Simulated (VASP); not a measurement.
# SiP5 (P2/m) in VASP: single point with PBE

Aim: the single point of SiP5 with PBE.

All numbers are computed with VASP 6.6.1; they aren't measurements. Logs are shortened: lines on timing, memory, paths and dates and some standing lists are left out, and cuts for length are marked.

**1. The cell of the first run**

The structure is monoclinic, space group P2/m (No. 10). The conventional cell has a = 3.538 Å, b = 3.460 Å, c = 7.497 Å, α = 90.00°, β = 91.79°, γ = 90.00°. Si (site symmetry 2/m) has 6 P at 2.45 to 2.47 Å within 3.2 Å. Within 3.0 Å of P (site symmetry m) lie 6 P at 2.30 to 2.67 Å. Within 3.0 Å of P (site symmetry m) lie 5 P at 2.30 to 2.67 Å and 1 Si at 2.45 Å. P (site symmetry 2/m) has 4 Si at 2.47 Å and 2 P at 2.52 Å within 3.3 Å.

The cell was generated, and may not be a known phase.

**2. Single point, PBE**

Contents of INCAR:

```
SYSTEM = SiP5
PREC = Accurate
ENCUT = 520
EDIFF = 1E-6
ISMEAR = 0
SIGMA = 0.1
LREAL = .False.
LASPH = .True.
NELM = 80
ALGO = Normal
ISIF = 2
LWAVE = .False.
LCHARG = .False.
GGA = PE
NBANDS = 24
```

Contents of KPOINTS:

```
Automatic mesh
0
Gamma
  10 10 4
  0 0 0
```

Contents of POSCAR:

```
SiP5
1.0
    3.5380984409      0.0000000000     -0.0360089795
    0.0000000000      3.4601073756      0.0000000000
   -0.1578485778      0.0000000000      7.4954713777
Si P
1 5
Direct
    0.0000000000      0.0000000000      0.0000000000
    0.5363389494      0.5000000000      0.6642756482
    0.9631241337      0.0000000000      0.6727726333
    0.4636610506      0.5000000000      0.3357243518
    0.0368758663      0.0000000000      0.3272273667
    0.5000000000      0.5000000000      0.0000000000
```

Potentials or basis: VASP PAW PBE potentials, release 64 (Si, P).

Started as:

```
$ cat potpaw_PBE.64/Si/POTCAR potpaw_PBE.64/P/POTCAR > POTCAR
$ mpirun -np 1 vasp_std > vasp.out
```

OUTCAR:

```text
SYSTEM = SiP5
   PREC = Accurate
   ENCUT = 520
   EDIFF = 1E-6
   ISMEAR = 0
   LREAL = .False.
   LASPH = .True.
   NELM = 80
   ISIF = 2
   GGA = PE

 ion  position               nearest neighbor table
   1  0.000  0.000  0.000-   3 2.45   5 2.45   6 2.47   6 2.47   6 2.47   6 2.47
   2  0.536  0.500  0.664-   3 2.30   3 2.30   4 2.47   6 2.52   3 2.67   3 2.67
   3  0.963  0.000  0.673-   2 2.30   2 2.30   1 2.45   5 2.61   2 2.67   2 2.67
   4  0.464  0.500  0.336-   5 2.30   5 2.30   2 2.47   6 2.52   5 2.67   5 2.67
   5  0.037  0.000  0.327-   4 2.30   4 2.30   1 2.45   3 2.61   4 2.67   4 2.67
   6  0.500  0.500  0.000-   1 2.47   1 2.47   1 2.47   1 2.47   4 2.52   2 2.52

  LATTYP: Found a simple monoclinic cell.
 ALAT       =     3.5382816768
 B/A-ratio  =     0.9779061397
 C/A-ratio  =     2.1188627589
 COS(beta)  =    -0.0312281465

  Lattice vectors:

 A1 = (   3.5380984409,   0.0000000000,  -0.0360089795)
 A2 = (   0.0000000000,   3.4601073756,   0.0000000000)
 A3 = (  -0.1578485778,   0.0000000000,   7.4954713777)

Analysis of symmetry for initial positions (statically):
=====================================================================
 Subroutine PRICEL returns:
 Original cell was already a primitive cell.

 Routine SETGRP: Setting up the symmetry group for a
 simple monoclinic supercell.

 Subroutine GETGRP returns: Found  4 space group operations
 (whereof  4 operations were pure point group operations)
 out of a pool of  4 trial point group operations.

The static configuration has the point symmetry C_2h.

Analysis of symmetry for dynamics (positions and initial velocities):
=====================================================================
 Subroutine PRICEL returns:
 Original cell was already a primitive cell.

 Routine SETGRP: Setting up the symmetry group for a
 simple monoclinic supercell.

 Subroutine GETGRP returns: Found  4 space group operations
 (whereof  4 operations were pure point group operations)
 out of a pool of  4 trial point group operations.

The dynamic configuration has the point symmetry C_2h.

 Subroutine INISYM returns: Found  4 space group operations
 (whereof  4 operations are pure point group operations),
 and found     1 'primitive' translations

----------------------------------------------------------------------------------------

                                     Primitive cell

  volume of cell :      91.7414

  direct lattice vectors                    reciprocal lattice vectors
     3.538098441  0.000000000 -0.036008980     0.282698289  0.000000000  0.005953398
     0.000000000  3.460107376  0.000000000     0.000000000  0.289008372  0.000000000
    -0.157848578  0.000000000  7.495471378     0.001358110  0.000000000  0.133442492

  length of vectors
     3.538281677  3.460107376  7.497133275     0.282760969  0.289008372  0.133449402

  position of ions in fractional coordinates (direct lattice)
     0.000000000  0.000000000  0.000000000
     0.536338949  0.500000000  0.664275648
     0.963124134  0.000000000  0.672772633
     0.463661051  0.500000000  0.335724352
     0.036875866  0.000000000  0.327227367
     0.500000000  0.500000000  0.000000000

  ion indices of the primitive-cell ions
   primitive index   ion index
                 1           1
                 2           2
                 3           3
                 4           4
                 5           5
                 6           6

----------------------------------------------------------------------------------------

 KPOINTS: Automatic mesh

Automatic generation of k-mesh.
 Grid dimensions read from file:
 generate k-points for:   10   10    4

 Generating k-lattice:

  Cartesian coordinates                     Fractional coordinates (reciprocal lattice)
     0.028269829  0.000000000  0.000595340     0.100000000  0.000000000  0.000000000
     0.000000000  0.028900837  0.000000000     0.000000000  0.100000000  0.000000000
     0.000339528  0.000000000  0.033360623     0.000000000  0.000000000  0.250000000

  Length of vectors
     0.028276097  0.028900837  0.033362351

  Shift w.r.t. Gamma in fractional coordinates (k-lattice)
     0.000000000  0.000000000  0.000000000

 Subroutine IBZKPT returns following result:
 ===========================================

 Found    132 irreducible k-points:

 Following reciprocal coordinates:
            Coordinates               Weight
  0.000000  0.000000  0.000000      1.000000
  0.100000  0.000000  0.000000      2.000000
  0.200000  0.000000  0.000000      2.000000
  0.300000  0.000000 -0.000000      2.000000
  0.400000  0.000000  0.000000      2.000000
  0.500000  0.000000 -0.000000      1.000000
[... 16 lines left out ...]
  0.400000  0.300000  0.000000      4.000000
  0.500000  0.300000 -0.000000      2.000000
 [... further k-points ...]
   k-points           NKPTS =    132   k-points in BZ     NKDIM =    132   number of bands    NBANDS=     24
   number of dos      NEDOS =    301   number of ions     NIONS =      6
   total plane-waves  NPLWV =  43904
   dimension x,y,z NGX =    28 NGY =   28 NGZ =   56
   dimension x,y,z NGXF=    56 NGYF=   56 NGZF=  112
   ions per type =               1   5
   NGX,Y,Z   is equivalent  to a cutoff of  13.16, 13.45, 12.42 a.u.
   NGXF,Y,Z  is equivalent  to a cutoff of  26.31, 26.91, 24.84 a.u.
 SYSTEM =  SiP5
   PREC   = accura    normal or accurate (medium, high low for compatibility)
   ISTART =      0    job   : 0-new  1-cont  2-samecut
   ICHARG =      2    charge: 1-file 2-atom 10-const
   ISPIN  =      1    spin polarized calculation?
   LNONCOLLINEAR =      F non collinear calculations
   LSORBIT =      F    spin-orbit coupling
   LASPH  =      T    aspherical Exc in radial PAW
   ENCUT  =  520.0 eV  38.22 Ry    6.18 a.u.   6.58  6.43 13.94*2*pi/ulx,y,z
   NELM   =     80;   NELMIN=  2; NELMDL= -5     # of ELM steps
   EDIFF  = 0.1E-05   stopping-criterion for ELM
   LREAL  =      F    real-space projection
   EDIFFG = 0.1E-04   stopping-criterion for IOM
   NSW    =      0    number of steps for IOM
   IBRION =     -1    ionic relax: 0-MD 1-quasi-New 2-CG
   NFREE  =      0    steps in history (QN), initial steepest desc. (CG)
   ISIF   =      2    stress and relaxation
   ISYM   =      2    0-nonsym 1-usesym 2-fastsym
   POTIM  = 0.5000    time-step for ionic-motion
   TEBEG  =    0.0;   TEEND  =   0.0 temperature during run
   PSTRESS=    0.0 pullay stress
   NELECT =      29.0000    total number of electrons
   NUPDOWN=      -1.0000    fix difference up-down
   EMIN   =  10.00;   EMAX   =-10.00  energy-range for DOS
   EFERMI =   0.00;   METHOD = LEGACY
   ISMEAR =     0;   SIGMA  =   0.10  broadening in eV -4-tet -1-fermi 0-gaus
   EFERMI_NEDOS =   21; number of points for ismear=-14 and -15
   IALGO  =     38    algorithm
   IMIX   =      4    mixing-type and parameters
     AMIX     =   0.40;   BMIX     =  1.00
     AMIX_MAG =   1.60;   BMIX_MAG =  1.00
  volume/ion in A,a.u.               =      15.29       103.18
  Fermi-wavevector in a.u.,A,eV,Ry     =   1.115199  2.107421 16.921142  1.243669
  Thomas-Fermi vector in A             =   2.251801
   LORBIT       =      0    0 simple, 1 ext, 2 COOP (PROOUT), +10 PAW based schemes
   GGA     = PE    functional components
   LHFCALC =     F    Hartree Fock is set to
   AEXX    =    0.0000 exact exchange contribution
   IVDW    =     0    specifies the selected vdW correction
   LEPSILON=     F    determine dielectric tensor
   LRPA    =     F    only Hartree local field effects (RPA)
 non-spin polarized calculation
 Gauss-broadening in eV      SIGMA  =   0.10
  energy-cutoff  :      520.00
  volume of cell :       91.74
 maximum number of plane-waves:      2496
 NGX is ok and might be reduce to    28
   NGX = 13   NGY = 13   NGZ = 27

 number of electron      29.0000000 magnetization

 Free energy of the ion-electron system (eV)
  ---------------------------------------------------
  ext. energy  EPLUGINS =         0.00000000
  ---------------------------------------------------
  free energy    TOTEN  =       -31.92236448 eV

  energy without entropy =      -31.91697409  energy(sigma->0) =      -31.91966928

 E-fermi :   9.0626     XC(G=0): -11.0019

 val. band max:        9.0376822279   @ k =   0.5000   0.0000   0.2500
 cond. band min:       9.0744238065   @ k =  -0.1000   0.4000   0.2500
 fundamental gap:      0.0367415786
 Fermi energy:         9.0626372091

 k-point     1 :       0.0000    0.0000    0.0000
  band No.  band energies     occupation
      1      -6.8798      2.00000
      2      -4.9715      2.00000
      3      -3.9560      2.00000
      4       1.9715      2.00000
      5       3.5162      2.00000
      6       3.6745      2.00000
[... 16 lines left out ...]
     23      15.3566      0.00000
     24      15.4310      0.00000

 k-point     2 :       0.1000    0.0000    0.0000
  band No.  band energies     occupation
      1      -6.7752      2.00000
      2      -4.8764      2.00000
      3      -3.8527      2.00000
      4       1.2471      2.00000
      5       3.0631      2.00000
      6       3.7323      2.00000
[... 16 lines left out ...]
     23      14.5515      0.00000
     24      15.3841      0.00000

 k-point     3 :       0.2000    0.0000    0.0000
  band No.  band energies     occupation
      1      -6.4641      2.00000
      2      -4.6016      2.00000
      3      -3.5488      2.00000
      4      -0.0441      2.00000
      5       1.7605      2.00000
      6       2.8693      2.00000
[... 16 lines left out ...]
     23      14.1273      0.00000
     24      14.6256      0.00000
[... 514 lines left out ...]
 k-point    23 :       0.4000    0.3000    0.0000
  band No.  band energies     occupation
      1      -4.3500      2.00000
      2      -3.0760      2.00000
      3      -1.8850      2.00000
      4      -1.2933      2.00000
      5      -0.2920      2.00000
      6       1.0463      2.00000
[... 16 lines left out ...]
     23      15.2773      0.00000
     24      16.0228      0.00000

 k-point    24 :       0.5000    0.3000   -0.0000
  band No.  band energies     occupation
      1      -3.7944      2.00000
      2      -3.4153      2.00000
      3      -1.5996      2.00000
      4      -1.0463      2.00000
      5      -0.7515      2.00000
      6       0.6154      2.00000
[... 16 lines left out ...]
     23      15.9660      0.00000
     24      16.0067      0.00000

 [... further k-points ...]

------------------------ aborting loop because EDIFF is reached ----------------------------------------

  FORCE on cell =-STRESS in cart. coord.  units (eV):
  Direction    XX          YY          ZZ          XY          YZ          ZX
  --------------------------------------------------------------------------------------
  -------------------------------------------------------------------------------------
  Total       -0.1007099     -0.1549772     -0.0819986      0.0000000      0.0000000     -0.0150116
  in kB       -1.7588039     -2.7065317     -1.4320278      0.0000000      0.0000000     -0.2621629
  external PRESSURE =      -1.9657878 kB  Pullay stress =       0.0000000 kB

 VOLUME and BASIS-vectors are now :
 -----------------------------------------------------------------------------
  energy-cutoff  :      520.00
  volume of cell :       91.74
      direct lattice vectors                 reciprocal lattice vectors
     3.538098441  0.000000000 -0.036008980     0.282698289  0.000000000  0.005953398
     0.000000000  3.460107376  0.000000000     0.000000000  0.289008372  0.000000000
    -0.157848578  0.000000000  7.495471378     0.001358110  0.000000000  0.133442492

 POSITION                                       TOTAL-FORCE (eV/Angst)
 -----------------------------------------------------------------------------------
      0.00000      0.00000      0.00000         0.000000     -0.000000      0.000000
      1.79277      1.73005      4.95975         0.038478     -0.000000     -0.004566
      3.30143      0.00000      5.00807        -0.039359      0.000000      0.005227
      1.58748      1.73005      2.49972        -0.038478     -0.000000      0.004566
      0.07882      0.00000      2.45140         0.039359     -0.000000     -0.005227
      1.76905      1.73005     -0.01800        -0.000000     -0.000000      0.000000
 -----------------------------------------------------------------------------------
    total drift:                                0.000000      0.000000     -0.000000

  FREE ENERGIE OF THE ION-ELECTRON SYSTEM (eV)
  ---------------------------------------------------
  free  energy   TOTEN  =       -31.9223644808 eV

  energy  without entropy=      -31.9169740868  energy(sigma->0) =      -31.91966928
```

Wall time 2.1 min (1 thread of Intel Xeon 6975P-C (Granite Rapids), shared host); peak memory 0.34 GiB.

What came out:

- Free energy: -31.9224 eV
- Pressure: -0.2 GPa
- Largest force: 0.040 eV/Å
- Band gap on the k mesh: zero (an odd number of electrons rules out a gap without spin polarisation)

Forces in eV/Å, atoms in the order of the input:
```
Si   0.000  0.000  0.000
P    0.038  0.000 -0.005
P   -0.039  0.000  0.005
P   -0.038  0.000  0.005
P    0.039  0.000 -0.005
P    0.000  0.000  0.000
```

Caveat: an odd number of electrons without spin polarisation forces a metal; a magnetic or distorted state may lie lower.

The gap in the log of VASP goes by the Fermi energy; the results here count the filled bands.